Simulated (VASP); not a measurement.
Crystal: Os.

```
CELL_PARAMETERS angstrom
4.29204 0.00000 0.00000
-2.14602 3.71702 0.00000
0.00000 0.00000 2.63102
ATOMIC_POSITIONS crystal
Os 0.00000 0.00000 0.00000
Os 0.33333 0.66667 0.50000
Os 0.66667 0.33333 0.50000
```

This isn't the form of Os at room conditions, which is hcp.

```yaml
Program: VASP 6.6.1
Task: relaxation of cell and atoms
Functional: LDA
Potentials_or_basis: VASP PAW LDA potentials, release 64 (Os)
Cutoff: 600 eV
k_mesh: 9 × 9 × 12
Occupations: fermi-dirac, width 0.1 eV
Spin: no spin polarisation
```

At the start: pressure 2.8 GPa; volume 13.99 Å³/atom.

**Question.** Where does the relaxation end?

**Answer.** Over 6 steps the energy falls by 11.9 meV/atom and the volume is 14.11 Å³/atom (+0.8 %); space group P6/mmm (No. 191, to 0.1 Å) before and after.

Step by step:
```csv
step,energy change (eV),largest force (eV/Å),pressure (GPa),volume (Å³)
1,0.0000,0.0000,2.84,41.97
2,0.0608,0.0000,-8.38,43.44
3,-0.0342,0.0000,-2.08,42.52
4,-0.0342,0.0000,-1.96,42.50
5,-0.0179,0.0000,7.02,41.68
6,-0.0357,0.0000,-0.04,42.32
```

Final structure:
```yaml
crystal:
  lattice:
    - [4.26797, 0.00000, 0.00000]
    - [-2.13399, 3.69617, 0.00000]
    - [0.00000, 0.00000, 2.68248]
  atoms:
    - { symbol: Os, position: [0.00000, 0.00000, 0.00000] }
    - { symbol: Os, position: [0.33333, 0.66667, 0.50000] }
    - { symbol: Os, position: [0.66667, 0.33333, 0.50000] }
```
